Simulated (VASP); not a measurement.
The system is Sn.

```xyz
2
Lattice="-2.9643 2.9643 1.6163 2.9643 -2.9643 1.6163 2.9643 2.9643 -1.6163" Properties=species:S:1:pos:R:3 pbc="T T T"
Sn    0.0000    2.9643    0.8082
Sn    0.0000    0.0000    0.0000
```

| Property | Result |
| --- | --- |
| Program | VASP 6.6.1 |
| Task | relaxation of cell and atoms |
| Functional | PBEsol |
| Potentials or basis | VASP PAW PBE potentials, release 64 (Sn_d) |
| Cutoff | 600 eV |
| k mesh | 14 × 14 × 14 |
| Occupations | gaussian, width 0.1 eV |
| Spin | no spin polarisation |

At the start: pressure -2.7 GPa; volume 28.41 Å³/atom.

**Question.** How do energy, volume and symmetry change on relaxing?

**Answer.** Over 3 steps the energy falls by 13.7 meV/atom and the volume is 26.86 Å³/atom (-5.4 %); space group I4_1/amd (No. 141, to 0.1 Å) before and after.

Step by step:
```csv
step,energy change (eV),largest force (eV/Å),pressure (GPa),volume (Å³)
1,0.0000,0.0000,-2.66,56.81
2,-0.0255,0.0000,0.77,53.02
3,-0.0273,0.0000,0.00,53.73
```

Final structure:
```yaml
crystal:
  lattice:
    - [-2.90917, 2.90917, 1.58711]
    - [2.90917, -2.90917, 1.58711]
    - [2.90917, 2.90917, -1.58711]
  atoms:
    - { symbol: Sn, position: [0.75000, 0.25000, 0.50000] }
    - { symbol: Sn, position: [0.00000, 0.00000, 0.00000] }
```

Caveat: the PAW data sets were made with another functional, which shifts forces and pressure a little.
